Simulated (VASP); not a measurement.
# Zr (P6/mmm) in VASP: further runs

Runs on Zr. Level: PBE. Tasks: relaxation of cell and atoms.

Program: VASP 6.6.1. These are calculated values, not measurements. Logs are shortened: lines on timing, memory, paths and dates and some standing lists are left out, and cuts for length are marked.

## 1. The cell of the first run

It takes space group P6/mmm (No. 191, hexagonal). The conventional cell has a = 4.474 Å, b = 4.474 Å, c = 2.774 Å, α = 90.00°, β = 90.00°, γ = 120.00°. Within 3.7 Å of Zr (site symmetry 6/mmm) lie 14 Zr at 2.77 to 2.93 Å. Within 3.4 Å of Zr (site symmetry -6m2) lie 11 Zr at 2.58 to 2.93 Å.

This isn't the form of Zr at room conditions, which is hcp.

## 2. Relaxation of cell and atoms, PBE, target pressure 64 GPa, at which the enthalpy is minimised

File INCAR:

```
SYSTEM = Zr
PREC     = Accurate       ! precision mode
ENCUT    = 600            ! plane-wave cutoff, eV
EDIFF    = 1E-6           ! SCF threshold, eV
ISMEAR   = -1             ! smearing method
SIGMA    = 0.05           ! smearing width, eV
LREAL    = .FALSE.        ! projectors in reciprocal space
LASPH    = .TRUE.         ! aspherical terms in the spheres
NELM     = 80             ! most SCF steps
ALGO     = Normal         ! electronic algorithm
ISIF     = 3              ! what is computed and relaxed
LWAVE    = .FALSE.        ! write WAVECAR
LCHARG   = .FALSE.        ! write CHGCAR
GGA      = PE             ! functional
IBRION   = 2              ! ionic algorithm
NSW      = 60             ! ionic steps
EDIFFG   = -0.005         ! ionic threshold
PSTRESS  = 640.0
```

File KPOINTS:

```
regular mesh
0
G
  8 8 11
  0 0 0
```

File POSCAR:

```
Zr
1.0
    4.4735039130      0.0000000000      0.0000000000
   -2.2367519565      3.8741680326      0.0000000000
    0.0000000000      0.0000000000      2.7735724261
Zr
3
Direct
    0.0000000000      0.0000000000      0.0000000000
    0.3333333333      0.6666666667      0.5000000000
    0.6666666667      0.3333333333      0.5000000000
```

Potentials or basis: VASP PAW PBE potentials, release 64 (Zr_sv).

On the command line:

```console
cat potpaw_PBE.64/Zr_sv/POTCAR > POTCAR
mpirun -np 1 vasp_std > vasp.out
```

OUTCAR:

```text
SYSTEM = Zr
   PREC = Accurate
   ENCUT = 600
   EDIFF = 1E-6
   ISMEAR = -1
   LREAL = .FALSE.
   LASPH = .TRUE.
   NELM = 80
   ISIF = 3
   GGA = PE
   IBRION = 2
   NSW = 60
   EDIFFG = -0.005
   PSTRESS = 640.0

 ion  position               nearest neighbor table
   1  0.000  0.000  0.000-   2 2.93   3 2.93   2 2.93   3 2.93   3 2.93   3 2.93   2 2.93   2 2.93
                             3 2.93   3 2.93   2 2.93   2 2.93
   2  0.333  0.667  0.500-   3 2.58   3 2.58   3 2.58   1 2.93   1 2.93   1 2.93   1 2.93   1 2.93
                             1 2.93   3 3.79   3 3.79   3 3.79   3 3.79   3 3.79   3 3.79
   3  0.667  0.333  0.500-   2 2.58   2 2.58   2 2.58   1 2.93   1 2.93   1 2.93   1 2.93   1 2.93
                             1 2.93   2 3.79   2 3.79   2 3.79   2 3.79   2 3.79   2 3.79

  LATTYP: Found a hexagonal cell.
 ALAT       =     4.4735039130
 C/A-ratio  =     0.6200000000

  Lattice vectors:

 A1 = (   4.4735039130,   0.0000000000,   0.0000000000)
 A2 = (  -2.2367519565,   3.8741680326,   0.0000000000)
 A3 = (   0.0000000000,   0.0000000000,   2.7735724261)

Analysis of symmetry for initial positions (statically):
=====================================================================
 Subroutine PRICEL returns:
 Original cell was already a primitive cell.

 Routine SETGRP: Setting up the symmetry group for a
 hexagonal supercell.

 Subroutine GETGRP returns: Found 24 space group operations
 (whereof 24 operations were pure point group operations)
 out of a pool of 24 trial point group operations.

The static configuration has the point symmetry D_6h.

Analysis of symmetry for dynamics (positions and initial velocities):
=====================================================================
 Subroutine PRICEL returns:
 Original cell was already a primitive cell.

 Routine SETGRP: Setting up the symmetry group for a
 hexagonal supercell.

 Subroutine GETGRP returns: Found 24 space group operations
 (whereof 24 operations were pure point group operations)
 out of a pool of 24 trial point group operations.

The dynamic configuration has the point symmetry D_6h.

 Subroutine INISYM returns: Found 24 space group operations
 (whereof 24 operations are pure point group operations),
 and found     1 'primitive' translations

----------------------------------------------------------------------------------------

                                     Primitive cell

  volume of cell :      48.0691

  direct lattice vectors                    reciprocal lattice vectors
     4.473503913  0.000000000  0.000000000     0.223538421  0.129059967  0.000000000
    -2.236751957  3.874168033  0.000000000     0.000000000  0.258119935  0.000000000
     0.000000000  0.000000000  2.773572426     0.000000000  0.000000000  0.360545840

  length of vectors
     4.473503913  4.473503913  2.773572426     0.258119935  0.258119935  0.360545840

  position of ions in fractional coordinates (direct lattice)
     0.000000000  0.000000000  0.000000000
     0.333333333  0.666666667  0.500000000
     0.666666667  0.333333333  0.500000000

  ion indices of the primitive-cell ions
   primitive index   ion index
                 1           1
                 2           2
                 3           3

----------------------------------------------------------------------------------------

 KPOINTS: regular mesh

Automatic generation of k-mesh.
 Grid dimensions read from file:
 generate k-points for:    8    8   11

 Generating k-lattice:

  Cartesian coordinates                     Fractional coordinates (reciprocal lattice)
     0.027942303  0.016132496  0.000000000     0.125000000  0.000000000  0.000000000
     0.000000000  0.032264992  0.000000000     0.000000000  0.125000000  0.000000000
     0.000000000  0.000000000  0.032776895     0.000000000  0.000000000  0.090909091

  Length of vectors
     0.032264992  0.032264992  0.032776895

  Shift w.r.t. Gamma in fractional coordinates (k-lattice)
     0.000000000  0.000000000  0.000000000

 Subroutine IBZKPT returns following result:
 ===========================================

 Found     60 irreducible k-points:

 Following reciprocal coordinates:
            Coordinates               Weight
  0.000000  0.000000  0.000000      1.000000
  0.125000 -0.000000  0.000000      6.000000
  0.250000 -0.000000  0.000000      6.000000
  0.375000 -0.000000  0.000000      6.000000
  0.500000 -0.000000  0.000000      3.000000
  0.125000  0.125000  0.000000      6.000000
[... 16 lines left out ...]
  0.250000 -0.000000  0.181818     12.000000
  0.375000 -0.000000  0.181818     12.000000
 [... further k-points ...]
   k-points           NKPTS =     60   k-points in BZ     NKDIM =     60   number of bands    NBANDS=     22
   number of dos      NEDOS =    301   number of ions     NIONS =      3
   total plane-waves  NPLWV =  31104
   dimension x,y,z NGX =    36 NGY =   36 NGZ =   24
   dimension x,y,z NGXF=    72 NGYF=   72 NGZF=   48
   ions per type =               3
   NGX,Y,Z   is equivalent  to a cutoff of  13.38, 13.38, 14.39 a.u.
   NGXF,Y,Z  is equivalent  to a cutoff of  26.76, 26.76, 28.77 a.u.
 SYSTEM =  Zr
   PREC   = accura    normal or accurate (medium, high low for compatibility)
   ISTART =      0    job   : 0-new  1-cont  2-samecut
   ICHARG =      2    charge: 1-file 2-atom 10-const
   ISPIN  =      1    spin polarized calculation?
   LNONCOLLINEAR =      F non collinear calculations
   LSORBIT =      F    spin-orbit coupling
   LASPH  =      T    aspherical Exc in radial PAW
   ENCUT  =  600.0 eV  44.10 Ry    6.64 a.u.   8.93  8.93  5.54*2*pi/ulx,y,z
   NELM   =     80;   NELMIN=  2; NELMDL= -5     # of ELM steps
   EDIFF  = 0.1E-05   stopping-criterion for ELM
   LREAL  =      F    real-space projection
   EDIFFG = -.5E-02   stopping-criterion for IOM
   NSW    =     60    number of steps for IOM
   IBRION =      2    ionic relax: 0-MD 1-quasi-New 2-CG
   NFREE  =      1    steps in history (QN), initial steepest desc. (CG)
   ISIF   =      3    stress and relaxation
   ISYM   =      2    0-nonsym 1-usesym 2-fastsym
   POTIM  = 0.5000    time-step for ionic-motion
   TEBEG  =    0.0;   TEEND  =   0.0 temperature during run
   PSTRESS=  640.0 pullay stress
   NELECT =      36.0000    total number of electrons
   NUPDOWN=      -1.0000    fix difference up-down
   EMIN   =  10.00;   EMAX   =-10.00  energy-range for DOS
   EFERMI =   0.00;   METHOD = LEGACY
   ISMEAR =    -1;   SIGMA  =   0.05  broadening in eV -4-tet -1-fermi 0-gaus
   EFERMI_NEDOS =   21; number of points for ismear=-14 and -15
   IALGO  =     38    algorithm
   IMIX   =      4    mixing-type and parameters
     AMIX     =   0.40;   BMIX     =  1.00
     AMIX_MAG =   1.60;   BMIX_MAG =  1.00
  volume/ion in A,a.u.               =      16.02       108.13
  Fermi-wavevector in a.u.,A,eV,Ry     =   1.486690  2.809437 30.072236  2.210247
  Thomas-Fermi vector in A             =   2.599945
   LORBIT       =      0    0 simple, 1 ext, 2 COOP (PROOUT), +10 PAW based schemes
   GGA     = PE    functional components
   LHFCALC =     F    Hartree Fock is set to
   AEXX    =    0.0000 exact exchange contribution
   IVDW    =     0    specifies the selected vdW correction
   LEPSILON=     F    determine dielectric tensor
   LRPA    =     F    only Hartree local field effects (RPA)
 conjugate gradient relaxation of ions
 non-spin polarized calculation
  energy-cutoff  :      600.00
  volume of cell :       48.07
 maximum number of plane-waves:      1631
 NGX is ok and might be reduce to    36
   NGX = 17   NGY = 17   NGZ = 11

--------------------------------------- Ionic step        1  -------------------------------------------

 number of electron      36.0000000 magnetization

 Free energy of the ion-electron system (eV)
  ---------------------------------------------------
  ext. energy  EPLUGINS =         0.00000000
  ---------------------------------------------------
  free energy    TOTEN  =       -22.25876942 eV

  energy without entropy =      -22.23615303  energy(sigma->0) =      -22.24746122

------------------------ aborting loop because EDIFF is reached ----------------------------------------

  FORCE on cell =-STRESS in cart. coord.  units (eV):
  Direction    XX          YY          ZZ          XY          YZ          ZX
  --------------------------------------------------------------------------------------
  -------------------------------------------------------------------------------------
  Total       19.6344398     19.6344398     19.0109014      0.0000000      0.0000000      0.0000000
  in kB      654.4301665    654.4301665    633.6471786      0.0000000      0.0000000      0.0000000
  external PRESSURE =       7.5025039 kB  Pullay stress =     640.0000000 kB

 VOLUME and BASIS-vectors are now :
 -----------------------------------------------------------------------------
  energy-cutoff  :      600.00
  volume of cell :       48.07
      direct lattice vectors                 reciprocal lattice vectors
     4.473503913  0.000000000  0.000000000     0.223538421  0.129059967  0.000000000
    -2.236751957  3.874168033  0.000000000     0.000000000  0.258119935  0.000000000
     0.000000000  0.000000000  2.773572426     0.000000000  0.000000000  0.360545840
[... 126 lines left out ...]
  FREE ENERGIE OF THE ION-ELECTRON SYSTEM (eV)
  ---------------------------------------------------
  free  energy   TOTEN  =       -22.2645148786 eV

  energy  without entropy=      -22.2410550674  energy(sigma->0) =      -22.25278497

  enthalpy is  TOTEN    =        -3.0589389832 eV   P V=       19.2055758954

--------------------------------------- Ionic step        5  -------------------------------------------

 number of electron      36.0000000 magnetization

 Free energy of the ion-electron system (eV)
  ---------------------------------------------------
  ext. energy  EPLUGINS =         0.00000000
  ---------------------------------------------------
  free energy    TOTEN  =       -22.29170482 eV

  energy without entropy =      -22.26843912  energy(sigma->0) =      -22.28007197

 E-fermi :  13.5159     XC(G=0): -12.8966

 val. band max:       13.5110278206   @ k =   0.3750   0.2500   0.3636
 cond. band min:      13.5284955574   @ k =   0.2500   0.2500   0.2727
 fundamental gap:      0.0174677367
 Fermi energy:        13.5158770337

 k-point     1 :       0.0000    0.0000    0.0000
  band No.  band energies     occupation
      1     -34.8475      2.00000
      2     -34.2263      2.00000
      3     -33.9362      2.00000
      4     -13.6218      2.00000
      5     -13.6218      2.00000
      6     -13.1540      2.00000
[... 14 lines left out ...]
     21      15.6158      0.00000
     22      15.6158      0.00000
[... 552 lines left out ...]
  band No.  band energies     occupation
      1     -34.4984      2.00000
      2     -34.2728      2.00000
      3     -34.0465      2.00000
      4     -14.0413      2.00000
      5     -13.4684      2.00000
      6     -12.7266      2.00000
[... 14 lines left out ...]
     21      14.9114      0.00000
     22      15.8882      0.00000

 [... further k-points ...]

------------------------ aborting loop because EDIFF is reached ----------------------------------------

  FORCE on cell =-STRESS in cart. coord.  units (eV):
  Direction    XX          YY          ZZ          XY          YZ          ZX
  --------------------------------------------------------------------------------------
  -------------------------------------------------------------------------------------
  Total       19.2349765     19.2349765     19.2323720      0.0000000     -0.0000000     -0.0000000
  in kB      640.0792345    640.0792345    639.9925630      0.0000000     -0.0000000     -0.0000000
  external PRESSURE =       0.0503440 kB  Pullay stress =     640.0000000 kB

 VOLUME and BASIS-vectors are now :
 -----------------------------------------------------------------------------
  energy-cutoff  :      600.00
  volume of cell :       48.15
      direct lattice vectors                 reciprocal lattice vectors
     4.487903754  0.000000000  0.000000000     0.222821178  0.128645867 -0.000000000
    -2.243951877  3.886638661  0.000000000     0.000000000  0.257291734 -0.000000000
     0.000000000  0.000000000  2.760265162     0.000000000 -0.000000000  0.362284035

 POSITION                                       TOTAL-FORCE (eV/Angst)
 -----------------------------------------------------------------------------------
     -2.24395      3.88664      0.00000         0.000000      0.000000     -0.000000
     -0.00000      2.59109      1.38013         0.000000      0.000000     -0.000000
      2.24395      1.29555      1.38013        -0.000000     -0.000000      0.000000
 -----------------------------------------------------------------------------------
    total drift:                                0.000000      0.000000     -0.000000

  FREE ENERGIE OF THE ION-ELECTRON SYSTEM (eV)
  ---------------------------------------------------
  free  energy   TOTEN  =       -22.2917048205 eV

  energy  without entropy=      -22.2684391197  energy(sigma->0) =      -22.28007197

  enthalpy is  TOTEN    =        -3.0591093631 eV   P V=       19.2325954574

 reached required accuracy - stopping structural energy minimisation
```

Wall time 2.9 min (1 thread of Intel Xeon Platinum 8259CL at 2.50GHz (Skylake/Cascade Lake), shared host); peak memory 0.22 GiB.

What came out:

```
Free energy                                                : -22.2917 eV
Relaxed volume                                             : 16.05 Å³/atom
Relaxed cell                                               : a = 4.488 Å, b = 4.488 Å, c = 2.760 Å, α = 90.00°, β = 90.00°, γ = 120.00°
Space group after relaxing (to 0.1 Å)                      : P6/mmm (No. 191)
Energy change on relaxing (the run minimises the enthalpy) : -11.0 meV/atom
Ionic steps                                                : 5
Pressure after relaxing                                    : 64.0 GPa
Band gap on the k mesh                                     : zero (bands 18 and 19 overlap by 1.07 eV)
```

The path:
```csv
step,energy change (eV),largest force (eV/Å),pressure (GPa),volume (Å³)
1,0.0000,0.0000,64.75,48.07
2,-0.2067,0.0000,61.48,48.59
3,-0.0819,0.0000,63.46,48.27
4,-0.0057,0.0000,64.30,48.08
5,-0.0329,0.0000,64.01,48.15
```

Final structure:
```cif
data_structure
_symmetry_space_group_name_H-M 'P 1'
_symmetry_Int_Tables_number 1
_cell_length_a 4.4879
_cell_length_b 4.4879
_cell_length_c 2.7603
_cell_angle_alpha 90.000
_cell_angle_beta 90.000
_cell_angle_gamma 120.000
_cell_volume 48.15
loop_
_atom_site_label
_atom_site_type_symbol
_atom_site_fract_x
_atom_site_fract_y
_atom_site_fract_z
_atom_site_occupancy
Zr1 Zr 0.00000 0.00000 0.00000 1
Zr2 Zr 0.33333 0.66667 0.50000 1
Zr3 Zr 0.66667 0.33333 0.50000 1
```

Levels at points of the mesh, in eV from the Fermi level:
```csv
k point,band 14,band 15,band 16,band 17,band 18,band 19,band 20,band 21,band 22
"(0.00, 0.00, 0.00)",-3.70,-0.12,-0.10,-0.10,0.02,0.02,0.87,2.10,2.10
"(0.50, 0.00, 0.00)",-2.88,-2.67,-1.31,-1.17,-0.60,-0.28,1.05,1.46,3.50
```

Caveat: the cell is relaxed towards a set pressure, so the run minimises the enthalpy, not the energy.

(Continued in part 2 of 2.)
